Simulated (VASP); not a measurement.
# Si7Ge (P-43m) in VASP: a series of runs

Runs on Si7Ge. Level: r2SCAN. Tasks: single point.

Program: VASP 6.6.1. These are calculated values, not measurements. Logs are shortened: lines on timing, memory, paths and dates and some standing lists are left out, and cuts for length are marked.

## (1) The cell of the first run

The structure is cubic, space group P-43m (No. 215). Conventional cell: a = 5.508 Å, b = 5.508 Å, c = 5.508 Å, α = 90.00°, β = 90.00°, γ = 90.00°. Within 3.1 Å of Si (site symmetry 3m) lie 3 Si at 2.38 Å and 1 Ge at 2.41 Å. Si (site symmetry -42m) has 4 Si at 2.38 Å within 3.1 Å. Ge (site symmetry -43m) has 4 Si at 2.41 Å within 3.2 Å.

## (2) Single point, r2SCAN

File POSCAR:

```
Si7Ge
1.0
    5.5083809329      0.0000000000      0.0000000000
    0.0000000000      5.5083809329      0.0000000000
    0.0000000000      0.0000000000      5.5083809329
Si Ge
7 1
Direct
    0.2524750152      0.2524750152      0.2524750152
    0.0000000000      0.5000000000      0.5000000000
    0.5000000000      0.5000000000      0.0000000000
    0.5000000000      0.0000000000      0.5000000000
    0.7475249848      0.2524750152      0.7475249848
    0.7475249848      0.7475249848      0.2524750152
    0.2524750152      0.7475249848      0.7475249848
    0.0000000000      0.0000000000      0.0000000000
```

File INCAR.step1:

```
SYSTEM = Si7Ge
PREC = Accurate ; ENCUT = 520
ISMEAR = 0 ; SIGMA = 0.02
LREAL = .FALSE. ; LASPH = .TRUE.
NELM = 60 ; NBANDS = 31
GGA = PE ; ALGO = Normal
EDIFF = 1E-4 ; LWAVE = .TRUE.
LCHARG = .FALSE.
```

File INCAR.step2:

```
SYSTEM = Si7Ge
PREC = Accurate ; ENCUT = 520
EDIFF = 1E-6 ; ISMEAR = 0
SIGMA = 0.02 ; LREAL = .FALSE.
LASPH = .TRUE. ; NELM = 60
ALGO = Normal ; ISIF = 2
LWAVE = .FALSE. ; LCHARG = .FALSE.
METAGGA = R2SCAN ; LMIXTAU = .TRUE.
NBANDS = 31 ; ISTART = 1
```

File KPOINTS:

```
regular mesh
0
G
  8 8 8
  0 0 0
```

Potentials or basis: VASP PAW PBE potentials, release 64 (Si, Ge_d).

Started as:

```sh
$ cat potpaw_PBE.64/Si/POTCAR potpaw_PBE.64/Ge_d/POTCAR > POTCAR
$ cp INCAR.step1 INCAR
$ mpirun -np 1 vasp_std > vasp.out
$ cp INCAR.step2 INCAR
$ mpirun -np 1 vasp_std > vasp.out
```

OUTCAR:

```text
SYSTEM = Si7Ge
   PREC = Accurate
   ENCUT = 520
   EDIFF = 1E-6
   ISMEAR = 0
   LREAL = .FALSE.
   LASPH = .TRUE.
   NELM = 60
   ISIF = 2
   METAGGA = R2SCAN
   ISTART = 1

 ion  position               nearest neighbor table
   1  0.252  0.252  0.252-   2 2.38   3 2.38   4 2.38   8 2.41
   2  0.000  0.500  0.500-   1 2.38   5 2.38   6 2.38   7 2.38
   3  0.500  0.500  0.000-   1 2.38   5 2.38   6 2.38   7 2.38
   4  0.500  0.000  0.500-   1 2.38   5 2.38   6 2.38   7 2.38
   5  0.748  0.252  0.748-   2 2.38   3 2.38   4 2.38   8 2.41
   6  0.748  0.748  0.252-   2 2.38   3 2.38   4 2.38   8 2.41
   7  0.252  0.748  0.748-   2 2.38   3 2.38   4 2.38   8 2.41
   8  0.000  0.000  0.000-   1 2.41   5 2.41   6 2.41   7 2.41

  LATTYP: Found a simple cubic cell.
 ALAT       =     5.5083809329

  Lattice vectors:

 A1 = (   5.5083809329,   0.0000000000,   0.0000000000)
 A2 = (   0.0000000000,   5.5083809329,   0.0000000000)
 A3 = (   0.0000000000,   0.0000000000,   5.5083809329)

Analysis of symmetry for initial positions (statically):
=====================================================================
 Subroutine PRICEL returns:
 Original cell was already a primitive cell.

 Routine SETGRP: Setting up the symmetry group for a
 simple cubic supercell.

 Subroutine GETGRP returns: Found 24 space group operations
 (whereof 24 operations were pure point group operations)
 out of a pool of 48 trial point group operations.

The static configuration has the point symmetry T_d .

Analysis of symmetry for dynamics (positions and initial velocities):
=====================================================================
 Subroutine PRICEL returns:
 Original cell was already a primitive cell.

 Routine SETGRP: Setting up the symmetry group for a
 simple cubic supercell.

 Subroutine GETGRP returns: Found 24 space group operations
 (whereof 24 operations were pure point group operations)
 out of a pool of 48 trial point group operations.

The dynamic configuration has the point symmetry T_d .

 Subroutine INISYM returns: Found 24 space group operations
 (whereof 24 operations are pure point group operations),
 and found     1 'primitive' translations

----------------------------------------------------------------------------------------

                                     Primitive cell

  volume of cell :     167.1367

  direct lattice vectors                    reciprocal lattice vectors
     5.508380933  0.000000000  0.000000000     0.181541548  0.000000000  0.000000000
     0.000000000  5.508380933  0.000000000     0.000000000  0.181541548  0.000000000
     0.000000000  0.000000000  5.508380933     0.000000000  0.000000000  0.181541548

  length of vectors
     5.508380933  5.508380933  5.508380933     0.181541548  0.181541548  0.181541548

  position of ions in fractional coordinates (direct lattice)
     0.252475015  0.252475015  0.252475015
     0.000000000  0.500000000  0.500000000
     0.500000000  0.500000000  0.000000000
     0.500000000  0.000000000  0.500000000
     0.747524985  0.252475015  0.747524985
     0.747524985  0.747524985  0.252475015
     0.252475015  0.747524985  0.747524985
     0.000000000  0.000000000  0.000000000

  ion indices of the primitive-cell ions
   primitive index   ion index
                 1           1
                 2           2
                 3           3
                 4           4
                 5           5
                 6           6
                 7           7
                 8           8

----------------------------------------------------------------------------------------

 KPOINTS: regular mesh

Automatic generation of k-mesh.
 Grid dimensions read from file:
 generate k-points for:    8    8    8

 Generating k-lattice:

  Cartesian coordinates                     Fractional coordinates (reciprocal lattice)
     0.022692693  0.000000000  0.000000000     0.125000000  0.000000000  0.000000000
     0.000000000  0.022692693  0.000000000     0.000000000  0.125000000  0.000000000
     0.000000000  0.000000000  0.022692693     0.000000000  0.000000000  0.125000000

  Length of vectors
     0.022692693  0.022692693  0.022692693

  Shift w.r.t. Gamma in fractional coordinates (k-lattice)
     0.000000000  0.000000000  0.000000000

 Subroutine IBZKPT returns following result:
 ===========================================

 Found     35 irreducible k-points:

 Following reciprocal coordinates:
            Coordinates               Weight
  0.000000  0.000000  0.000000      1.000000
  0.125000  0.000000  0.000000      6.000000
  0.250000  0.000000  0.000000      6.000000
  0.375000  0.000000  0.000000      6.000000
  0.500000  0.000000  0.000000      3.000000
  0.125000  0.125000  0.000000     12.000000
[... 16 lines left out ...]
  0.375000  0.375000  0.125000     24.000000
  0.500000  0.375000  0.125000     24.000000
 [... further k-points ...]
   k-points           NKPTS =     35   k-points in BZ     NKDIM =     35   number of bands    NBANDS=     31
   number of dos      NEDOS =    301   number of ions     NIONS =      8
   total plane-waves  NPLWV =  74088
   dimension x,y,z NGX =    42 NGY =   42 NGZ =   42
   dimension x,y,z NGXF=    84 NGYF=   84 NGZF=   84
   ions per type =               7   1
   NGX,Y,Z   is equivalent  to a cutoff of  12.68, 12.68, 12.68 a.u.
   NGXF,Y,Z  is equivalent  to a cutoff of  25.35, 25.35, 25.35 a.u.
 SYSTEM =  Si7Ge
   PREC   = accura    normal or accurate (medium, high low for compatibility)
   ISTART =      1    job   : 0-new  1-cont  2-samecut
   ICHARG =      0    charge: 1-file 2-atom 10-const
   ISPIN  =      1    spin polarized calculation?
   LNONCOLLINEAR =      F non collinear calculations
   LSORBIT =      F    spin-orbit coupling
   LASPH  =      T    aspherical Exc in radial PAW
   ENCUT  =  520.0 eV  38.22 Ry    6.18 a.u.  10.24 10.24 10.24*2*pi/ulx,y,z
   NELM   =     60;   NELMIN=  2; NELMDL=  0     # of ELM steps
   EDIFF  = 0.1E-05   stopping-criterion for ELM
   LREAL  =      F    real-space projection
   EDIFFG = 0.1E-04   stopping-criterion for IOM
   NSW    =      0    number of steps for IOM
   IBRION =     -1    ionic relax: 0-MD 1-quasi-New 2-CG
   NFREE  =      0    steps in history (QN), initial steepest desc. (CG)
   ISIF   =      2    stress and relaxation
   ISYM   =      2    0-nonsym 1-usesym 2-fastsym
   POTIM  = 0.5000    time-step for ionic-motion
   TEBEG  =    0.0;   TEEND  =   0.0 temperature during run
   PSTRESS=    0.0 pullay stress
   NELECT =      42.0000    total number of electrons
   NUPDOWN=      -1.0000    fix difference up-down
   EMIN   =  10.00;   EMAX   =-10.00  energy-range for DOS
   EFERMI =   0.00;   METHOD = LEGACY
   ISMEAR =     0;   SIGMA  =   0.02  broadening in eV -4-tet -1-fermi 0-gaus
   EFERMI_NEDOS =   21; number of points for ismear=-14 and -15
   IALGO  =     38    algorithm
   IMIX   =      4    mixing-type and parameters
     AMIX     =   0.40;   BMIX     =  1.00
     AMIX_MAG =   1.60;   BMIX_MAG =  1.00
  volume/ion in A,a.u.               =      20.89       140.99
  Fermi-wavevector in a.u.,A,eV,Ry     =   1.033080  1.952238 14.520877  1.067254
  Thomas-Fermi vector in A             =   2.167309
   LORBIT       =      0    0 simple, 1 ext, 2 COOP (PROOUT), +10 PAW based schemes
   METAGGA = R2SCAN    functional components
   LHFCALC =     F    Hartree Fock is set to
   AEXX    =    0.0000 exact exchange contribution
   IVDW    =     0    specifies the selected vdW correction
   LEPSILON=     F    determine dielectric tensor
   LRPA    =     F    only Hartree local field effects (RPA)
 non-spin polarized calculation
 Gauss-broadening in eV      SIGMA  =   0.02
  energy-cutoff  :      520.00
  volume of cell :      167.14
 maximum number of plane-waves:      4632
 NGX is ok and might be reduce to    42
   NGX = 21   NGY = 21   NGZ = 21

 number of electron      42.0000023 magnetization

 Free energy of the ion-electron system (eV)
  ---------------------------------------------------
  ext. energy  EPLUGINS =         0.00000000
  ---------------------------------------------------
  free energy    TOTEN  =       -75.23550620 eV

  energy without entropy =      -75.23550620  energy(sigma->0) =      -75.23550620

 E-fermi :   5.4286     XC(G=0):  -9.8823

 val. band max:        5.3379901408   @ k =   0.0000   0.0000   0.0000
 cond. band min:       5.9767748461   @ k =   0.0000   0.0000   0.0000
 fundamental gap:      0.6387847053
 Fermi energy:         5.4286245230

 k-point     1 :       0.0000    0.0000    0.0000
  band No.  band energies     occupation
      1     -19.4454      2.00000
      2     -19.4454      2.00000
      3     -19.4454      2.00000
      4     -19.4166      2.00000
      5     -19.4166      2.00000
      6      -7.1086      2.00000
[... 23 lines left out ...]
     30       8.0881      0.00000
     31       8.5427      0.00000

 k-point     2 :       0.1250    0.0000    0.0000
  band No.  band energies     occupation
      1     -19.4455      2.00000
      2     -19.4455      2.00000
      3     -19.4454      2.00000
      4     -19.4166      2.00000
      5     -19.4166      2.00000
      6      -7.0394      2.00000
[... 23 lines left out ...]
     30       8.4476      0.00000
     31       8.9835      0.00000

 k-point     3 :       0.2500    0.0000    0.0000
  band No.  band energies     occupation
      1     -19.4455      2.00000
      2     -19.4455      2.00000
      3     -19.4454      2.00000
      4     -19.4166      2.00000
      5     -19.4165      2.00000
      6      -6.8324      2.00000
[... 703 lines left out ...]
     30      10.6486      0.00000
     31      10.7018      0.00000

 k-point    24 :       0.5000    0.3750    0.1250
  band No.  band energies     occupation
      1     -19.4456      2.00000
      2     -19.4455      2.00000
      3     -19.4455      2.00000
      4     -19.4165      2.00000
      5     -19.4164      2.00000
      6      -5.5255      2.00000
[... 23 lines left out ...]
     30      10.3676      0.00000
     31      10.4218      0.00000

 [... further k-points ...]

------------------------ aborting loop because EDIFF is reached ----------------------------------------

  FORCE on cell =-STRESS in cart. coord.  units (eV):
  Direction    XX          YY          ZZ          XY          YZ          ZX
  --------------------------------------------------------------------------------------
  -------------------------------------------------------------------------------------
  Total       -2.2229637     -2.2229637     -2.2229637      0.0000000     -0.0000000      0.0000000
  in kB      -21.3093914    -21.3093914    -21.3093914      0.0000000     -0.0000000      0.0000000
  external PRESSURE =     -21.3093914 kB  Pullay stress =       0.0000000 kB

 VOLUME and BASIS-vectors are now :
 -----------------------------------------------------------------------------
  energy-cutoff  :      520.00
  volume of cell :      167.14
      direct lattice vectors                 reciprocal lattice vectors
     5.508380933  0.000000000  0.000000000     0.181541548  0.000000000  0.000000000
     0.000000000  5.508380933  0.000000000     0.000000000  0.181541548  0.000000000
     0.000000000  0.000000000  5.508380933     0.000000000  0.000000000  0.181541548

 POSITION                                       TOTAL-FORCE (eV/Angst)
 -----------------------------------------------------------------------------------
      1.39073      1.39073      1.39073         0.007860      0.007860      0.007860
      0.00000      2.75419      2.75419        -0.000000      0.000000      0.000000
      2.75419      2.75419      0.00000        -0.000000     -0.000000      0.000000
      2.75419      0.00000      2.75419        -0.000000     -0.000000      0.000000
      4.11765      1.39073      4.11765        -0.007860      0.007860     -0.007860
      4.11765      4.11765      1.39073        -0.007860     -0.007860      0.007860
      1.39073      4.11765      4.11765         0.007860     -0.007860     -0.007860
      0.00000      0.00000      0.00000        -0.000000     -0.000000      0.000000
 -----------------------------------------------------------------------------------
    total drift:                               -0.000000     -0.000000      0.000000

  FREE ENERGIE OF THE ION-ELECTRON SYSTEM (eV)
  ---------------------------------------------------
  free  energy   TOTEN  =       -75.2355061987 eV

  energy  without entropy=      -75.2355061987  energy(sigma->0) =      -75.23550620
```

Wall time 5.2 min (1 thread of Intel Xeon 6975P-C (Granite Rapids), shared host); peak memory 0.37 GiB.

What came out:

* Free energy: -75.2355 eV
* Pressure: -2.1 GPa
* Largest force: 0.014 eV/Å
* Band gap on the k mesh: 0.64 eV

Forces on the atoms (eV/Å):
```
Si   0.008  0.008  0.008
Si   0.000  0.000  0.000
Si   0.000  0.000  0.000
Si   0.000  0.000  0.000
Si  -0.008  0.008 -0.008
Si  -0.008 -0.008  0.008
Si   0.008 -0.008 -0.008
Ge   0.000  0.000  0.000
```

Caveat: the PAW data sets were made with another functional, which shifts forces and pressure a little.

(Continued in part 2 of 2.)
